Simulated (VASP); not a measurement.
# Co: single point with r2SCAN

The system is Co.

```
CELL_PARAMETERS angstrom
0.00000 1.72037 1.72037
1.72037 0.00000 1.72037
1.72037 1.72037 0.00000
ATOMIC_POSITIONS crystal
Co 0.00000 0.00000 0.00000
```

This isn't the form of Co at room conditions, which is hcp.

```json
{"Program": "VASP 6.6.1", "Task": "single point", "Functional": "r2SCAN", "Potentials or basis": "VASP PAW PBE potentials, release 64 (Co)", "Cutoff": "520 eV", "k mesh": "20 × 20 × 20", "Occupations": "gaussian, width 0.1 eV", "Spin": "collinear spin, ferromagnetic start", "Starting moments": "[2.14] μB"}
```

```yaml
Pressure: 15.1 GPa
Net_moment: 1.79 μB per cell
Site_moments: Co +1.84 μB
Valence_electrons_inside_the_program's_atomic_spheres: Co 8.43
```

Levels at points of the mesh, in eV from the Fermi level:
Spin up:
| k point | band 1 | band 2 | band 3 | band 4 | band 5 | band 6 | band 7 | band 8 | band 9 | band 10 |
| --- | --- | --- | --- | --- | --- | --- | --- | --- | --- | --- |
| (0.00, 0.00, 0.00) | -10.11 | -3.67 | -3.67 | -3.67 | -2.82 | -2.82 | 24.09 | 29.06 | 29.06 | 29.06 |
| (0.50, 0.00, 0.00) | -6.32 | -4.00 | -4.00 | -1.63 | -1.63 | -0.74 | 6.35 | 22.60 | 26.68 | 26.68 |
| (0.50, 0.50, 0.00) | -6.68 | -5.81 | -1.97 | -1.23 | -1.23 | 2.34 | 9.88 | 15.77 | 15.77 | 20.87 |
Spin down:
```csv
k point,band 1,band 2,band 3,band 4,band 5,band 6,band 7,band 8
"(0.00, 0.00, 0.00)",-10.55,-1.63,-1.63,-1.63,0.78,0.78,23.92,30.03
"(0.50, 0.00, 0.00)",-5.29,-1.31,-1.31,-1.17,1.34,1.34,7.70,22.34
"(0.50, 0.50, 0.00)",-4.72,-4.30,1.16,1.16,1.80,2.11,11.46,16.24
```

It took 2.2 min on 1 thread of Intel(R) Xeon(R) 6975P-C (Granite Rapids), on a shared host, peak memory 0.17 GiB.

Caveat: the cell stands under pressure; the PAW data sets were made with another functional, which shifts forces and pressure a little.
